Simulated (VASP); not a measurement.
Crystal: C.

```
C
1.0
     2.15823   -2.45465    0.00000
     2.15823    2.45465    0.00000
     0.00000    0.00000    4.30517
C
8
Direct
  0.30688 0.03930 0.40952
  0.46070 0.19312 0.09048
  0.03930 0.30688 0.59048
  0.19312 0.46070 0.90952
  0.96070 0.69312 0.40952
  0.69312 0.96070 0.59048
  0.80688 0.53930 0.09048
  0.53930 0.80688 0.90952
```

```yaml
Program: VASP 6.6.1
Task: relaxation of cell and atoms
Functional: PBE
Potentials_or_basis: VASP PAW PBE potentials, release 64 (C)
Cutoff: 600 eV
k_mesh: 6 × 6 × 4
Occupations: gaussian, width 0.1 eV
Spin: no spin polarisation
```

At the start: pressure 27.1 GPa; volume 5.70 Å³/atom.

Problem. How do energy, volume and symmetry change on relaxing?

Solution. Over 10 steps the energy falls by 65.2 meV/atom and the volume is 6.02 Å³/atom (+5.6 %); space group Cmce (No. 64, to 0.05 Å).

Step by step:
| step | energy change (eV) | largest force (eV/Å) | pressure (GPa) | volume (Å³) |
| --- | --- | --- | --- | --- |
| 1 | 0.0000 | 2.5123 | 27.11 | 45.62 |
| 2 | 1.4654 | 3.6883 | -18.16 | 52.28 |
| 3 | -0.4606 | 0.6415 | 6.84 | 47.42 |
| 4 | -0.4640 | 0.5032 | 7.98 | 47.29 |
| 5 | -0.4643 | 0.4568 | 8.38 | 47.25 |
| 6 | -0.4630 | 0.4840 | -9.84 | 49.48 |
| 7 | -0.5178 | 0.0845 | -1.12 | 48.34 |
| 8 | -0.5203 | 0.1443 | -0.06 | 48.20 |
| 9 | -0.5215 | 0.0674 | -0.46 | 48.25 |
| 10 | -0.5218 | 0.0332 | 0.35 | 48.15 |

Final structure:
```
C
1.0
     2.18104   -2.52668    0.00000
     2.18104    2.52668    0.00000
     0.00000    0.00000    4.36874
C
8
Direct
  0.31569 0.04600 0.41038
  0.45400 0.18431 0.08962
  0.04600 0.31569 0.58962
  0.18431 0.45400 0.91038
  0.95400 0.68431 0.41038
  0.68431 0.95400 0.58962
  0.81569 0.54600 0.08962
  0.54600 0.81569 0.91038
```
